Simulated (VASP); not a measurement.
Wanted: the native input for a VASP 6.6.1 run.

* Task: single point
* Functional: PBEsol
* Potentials or basis: VASP PAW PBE potentials, release 64 (Al, Cu)
* Cutoff: 520 eV
* k mesh: 5 × 5 × 7
* Occupations: methfessel-paxton, width 0.1 eV
* Spin: no spin polarisation
* Dipole correction: no
* Further INCAR settings: ALGO = Normal; EDIFF = 1e-06; NBANDS = 16

The structure of Al2Cu lies in POSCAR:

```
Al2Cu
1.0
    4.1051820000      0.0000000000      0.0000000000
    0.0000000000      4.1051820000      0.0000000000
    0.0000000000      0.0000000000      2.8913130000
Al Cu
2 1
Direct
    0.5000000000      0.0000000000      0.5000000000
    0.0000000000      0.5000000000      0.5000000000
    0.0000000000      0.0000000000      0.0000000000
```

These files were run (other wordings do the same):

INCAR

```
SYSTEM = Al2Cu
PREC = Accurate ; ENCUT = 520
EDIFF = 1E-6 ; ISMEAR = 1
SIGMA = 0.1 ; LREAL = .False.
LASPH = .True. ; NELM = 60
ALGO = Normal ; ISIF = 2
LWAVE = .False. ; LCHARG = .False.
GGA = PS ; NBANDS = 16
```

KPOINTS

```
Automatic mesh
0
Gamma
  5 5 7
  0 0 0
```

Potentials or basis: VASP PAW PBE potentials, release 64 (Al, Cu).

Run with:

```sh
$ cat potpaw_PBE.64/Al/POTCAR potpaw_PBE.64/Cu/POTCAR > POTCAR
$ mpirun -np 1 vasp_std > vasp.out
```

Results of the run:

```json
{
 "Pressure": "-2.5 GPa"
}
```

Caveat: the PAW data sets were made with another functional, which shifts forces and pressure a little.

Wall time 20 s on 1 thread of Intel Xeon 8259CL, on a shared host, peak memory 0.17 GiB.
